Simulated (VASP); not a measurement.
Input of a VASP 6.6.1 run:

INCAR

```
PREC = Accurate ; ENCUT = 520
EDIFF = 1E-6 ; ISMEAR = -1
SIGMA = 0.08 ; LREAL = False
LASPH = True ; NELM = 100
ALGO = Normal ; ISIF = 2
LWAVE = False ; LCHARG = True
GGA = PS ; LELF = True
LVHAR = True ; NBANDS = 26
```

The input KPOINTS:

```
Automatic mesh
0
Gamma
  9 9 13
```

POSCAR

```
Ga
1.0
    3.9898011595      0.0000000000      0.0000000000
   -1.9949005797      3.4552691601      0.0000000000
    0.0000000000      0.0000000000      2.3693404791
Ga
3
Direct
    0.0000000000      0.0000000000      0.0000000000
    0.3333333333      0.6666666667      0.5000000000
    0.6666666667      0.3333333333      0.5000000000
```

Potentials or basis: VASP PAW PBE potentials, release 64 (Ga_d).

The run is started by

```sh
$ cat potpaw_PBE.64/Ga_d/POTCAR > POTCAR
$ mpirun -np 1 vasp_std > vasp.out
```

Problem. Predict the pressure.

Solution. 100.4 GPa.

Caveat: the PAW data sets were made with another functional, which shifts forces and pressure a little.
